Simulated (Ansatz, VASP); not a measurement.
**HgTe in VASP and in Ansatz**

Contents of INCAR:

```
PREC     = Accurate       # precision mode
ENCUT    = 520            # plane-wave cutoff, eV
EDIFF    = 1E-6           # SCF threshold, eV
ISMEAR   = 0              # smearing method
SIGMA    = 0.1            # smearing width, eV
LREAL    = F              # projectors in reciprocal space
LASPH    = T              # aspherical terms in the spheres
NELM     = 60             # most SCF steps
ALGO     = Normal         # electronic algorithm
ISIF     = 2              # what is computed and relaxed
LWAVE    = F              # write WAVECAR
LCHARG   = F              # write CHGCAR
GGA      = PE             # functional
NBANDS   = 16             # bands
```

File KPOINTS:

```
Automatic mesh
0
Gamma
  12 12 12
```

Contents of POSCAR:

```
HgTe
1.0
    0.0000000000      3.2585028726      3.2585028726
    3.2585028726      0.0000000000      3.2585028726
    3.2585028726      3.2585028726      0.0000000000
Hg Te
1 1
Direct
    0.0000000000      0.0000000000      0.0000000000
    0.2500000000      0.2500000000      0.2500000000
```

Input for Ansatz:

```yaml
crystal:
  lattice:
    - [0.0, 3.2585028744, 3.2585028744]
    - [3.2585028744, 0.0, 3.2585028744]
    - [3.2585028744, 3.2585028744, 0.0]
  atoms:
    - { symbol: Hg, position: [0.0, 0.0, 0.0] }
    - { symbol: Te, position: [0.25, 0.25, 0.25] }
basis:
  ecutwfc: 420
kpoints:
  mp_grid: { grid: [12, 12, 12] }
hamiltonian:
  xc: pbe
scf:
  occupations: { method: gaussian, width: 0.1 }
output:
  forces: true
  stress: true
  eigenvalues: true
  write_density: true
  write_potential: true
  elf: true
  volumetric_format: npy
```

Alike in both runs: task single point; functional PBE; k mesh 12 × 12 × 12; occupations gaussian, width 0.1 eV; no spin polarisation.

```csv
,VASP,Ansatz
version,VASP 6.6.1,Ansatz 0.2.0
potentials or method,"VASP PAW PBE potentials, release 64 (Hg, Te), cutoff 520 eV","scalar-relativistic, plane waves, PAW"
valence electrons in the cell,18,36
```

```tsv
	VASP	Ansatz	Ansatz less VASP
gap on the k mesh at the Fermi level (eV)	none	none	-
pressure (GPa)	2.5	2.4	-0.06
```

A gap of «none» marks a metal or a gap that the smearing closes. With one functional, cell and mesh, what is left measures potentials, basis and numerics. VASP's potentials hold 18 valence electrons a cell and Ansatz's 36, so a difference there can come from the potentials and not from the codes.

Neither program's run includes spin-orbit coupling.
